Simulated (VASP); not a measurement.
# Zn16Si7Ge9P32: single point with PBEsol

Crystal: Zn16Si7Ge9P32.

```
CELL_PARAMETERS angstrom
10.78653 -0.00007 -0.00002
-0.00007 10.78674 -0.00002
-0.00002 -0.00002 10.58983
ATOMIC_POSITIONS crystal
Zn 0.99938 0.00169 0.99947
Zn 0.00075 0.49868 0.00266
Zn 0.49893 0.99926 0.99922
Zn 0.49814 0.50004 0.00276
Zn 0.00009 0.25110 0.24796
Zn 0.99978 0.74716 0.24974
Zn 0.50003 0.25050 0.24802
Zn 0.49822 0.74790 0.24942
Zn 0.25044 0.99892 0.75402
Zn 0.25034 0.49916 0.75376
Zn 0.75056 0.99995 0.75274
Zn 0.74969 0.49826 0.75142
Zn 0.24815 0.25009 0.50094
Zn 0.25031 0.74970 0.50005
Zn 0.75001 0.25141 0.50095
Zn 0.74833 0.74862 0.50073
Ge 0.00076 0.00147 0.50175
Ge 0.00117 0.49955 0.49936
Ge 0.50104 0.99980 0.50168
Ge 0.49993 0.50116 0.49928
Ge 0.25051 0.00035 0.24859
Ge 0.75075 0.00134 0.24943
Ge 0.75000 0.74865 0.00023
Ge 0.00137 0.75004 0.75135
Ge 0.50026 0.25144 0.75254
Si 0.24985 0.49939 0.24793
Si 0.74946 0.49873 0.24949
Si 0.24873 0.25050 0.99992
Si 0.25120 0.74904 0.00051
Si 0.75047 0.25138 0.00032
Si 0.00013 0.25068 0.75240
Si 0.49887 0.75003 0.75121
P 0.12843 0.12771 0.12129
P 0.13265 0.62435 0.12457
P 0.62869 0.12689 0.12000
P 0.62874 0.62164 0.12872
P 0.12148 0.12733 0.63144
P 0.12481 0.62406 0.62592
P 0.62435 0.12556 0.62696
P 0.62000 0.62678 0.62996
P 0.36635 0.37389 0.12421
P 0.37117 0.87140 0.12147
P 0.86722 0.37484 0.12522
P 0.87439 0.87474 0.12449
P 0.37505 0.12386 0.37566
P 0.37047 0.61966 0.37082
P 0.87565 0.12528 0.37533
P 0.87069 0.61909 0.37211
P 0.12744 0.37858 0.37033
P 0.12431 0.87607 0.37466
P 0.62704 0.37859 0.37192
P 0.62384 0.87533 0.37345
P 0.12417 0.36803 0.87645
P 0.12745 0.87026 0.88063
P 0.62679 0.37234 0.88054
P 0.62169 0.86977 0.87230
P 0.37593 0.37512 0.62524
P 0.37826 0.87212 0.62850
P 0.88016 0.37222 0.62833
P 0.87573 0.87428 0.62536
P 0.37207 0.12997 0.87916
P 0.37540 0.63149 0.87621
P 0.87441 0.13316 0.87578
P 0.87584 0.62422 0.87533
```

```yaml
Program: VASP 6.6.1
Task: single point
Functional: PBEsol
Potentials_or_basis: VASP PAW PBE potentials, release 64 (Zn, Ge_d, Si, P)
Cutoff: 550 eV
k_mesh: 1 × 1 × 1, shifted
Occupations: fermi-dirac, width 0.05 eV
Spin: no spin polarisation
Dipole_correction: no
Further_INCAR_settings: LREAL = Auto; ALGO = Normal; EDIFF = 1e-06; NBANDS = 291; ISYM = -1
```

The pressure is 0.1 GPa and the largest force is 0.034 eV/Å. The band gap on the k mesh is 1.66 eV.

Forces in eV/Å, atoms in the order of the input:
```
Zn  -0.003  0.001 -0.001
Zn   0.003  0.001  0.000
Zn   0.000 -0.002  0.001
Zn  -0.002  0.001  0.000
Zn   0.001  0.002  0.001
Zn  -0.004 -0.001  0.002
Zn   0.001  0.000  0.003
Zn  -0.002  0.001  0.001
Zn   0.002 -0.003 -0.001
Zn   0.002 -0.001 -0.001
Zn   0.002  0.000 -0.001
Zn   0.001 -0.002 -0.004
Zn  -0.001  0.000  0.001
Zn   0.002  0.000  0.002
Zn   0.002  0.004  0.001
Zn   0.001  0.000  0.000
Ge  -0.001 -0.002  0.001
Ge   0.003  0.001  0.002
Ge  -0.001 -0.001  0.000
Ge   0.002  0.002 -0.001
Ge  -0.002  0.000  0.000
Ge   0.000  0.000  0.001
Ge  -0.001  0.003  0.003
Ge  -0.002 -0.001 -0.001
Ge   0.002 -0.004 -0.005
Si   0.001 -0.003 -0.001
Si   0.001 -0.003 -0.003
Si  -0.002  0.001 -0.002
Si   0.001 -0.002  0.000
Si   0.001  0.003  0.002
Si   0.000 -0.001  0.000
Si   0.003 -0.002  0.001
P    0.021 -0.007  0.009
P    0.015  0.002 -0.002
P    0.026 -0.010  0.008
P    0.022  0.007 -0.009
P   -0.023 -0.009 -0.008
P   -0.027  0.000 -0.003
P   -0.032  0.004  0.000
P   -0.024 -0.008 -0.007
P   -0.019  0.003  0.001
P   -0.018  0.008  0.007
P   -0.019 -0.003  0.003
P   -0.028 -0.003 -0.003
P    0.002 -0.031  0.000
P    0.005 -0.021  0.014
P   -0.001 -0.030  0.000
P    0.006 -0.020  0.007
P   -0.009  0.022  0.008
P    0.001  0.034 -0.001
P   -0.009  0.020  0.007
P    0.002  0.032  0.002
P    0.000 -0.020  0.002
P   -0.009 -0.025 -0.008
P   -0.007 -0.023 -0.007
P    0.008 -0.022  0.009
P    0.028  0.000  0.001
P    0.021  0.006 -0.008
P    0.021  0.008 -0.009
P    0.029 -0.001  0.000
P    0.008  0.027 -0.008
P   -0.002  0.020 -0.001
P    0.000  0.017 -0.002
P    0.002  0.032 -0.004
```

Stress tensor (GPa, compression positive):
```
 0.09 -0.74 -0.76
-0.74  0.09 -0.76
-0.76 -0.76  0.09
```

Levels at points of the mesh, in eV from the valence-band top:
| k point | band 249 | band 250 | band 251 | band 252 | band 253 | band 254 | band 255 | band 256 | band 257 | band 258 |
| --- | --- | --- | --- | --- | --- | --- | --- | --- | --- | --- |
| (0.25, 0.25, 0.25) | -0.37 | -0.36 | -0.33 | -0.09 | 0.00 | 1.66 | 1.73 | 1.79 | 1.83 | 2.01 |

Wall time 17 min on 1 thread of Intel(R) Xeon(R) Platinum 8488C (Sapphire Rapids) (shared host), peak memory 1.3 GiB.

Caveat: the PAW data sets were made with another functional, which shifts forces and pressure a little; a shifted mesh leaves out Γ, where band edges can lie. A k mesh can miss the band edges.
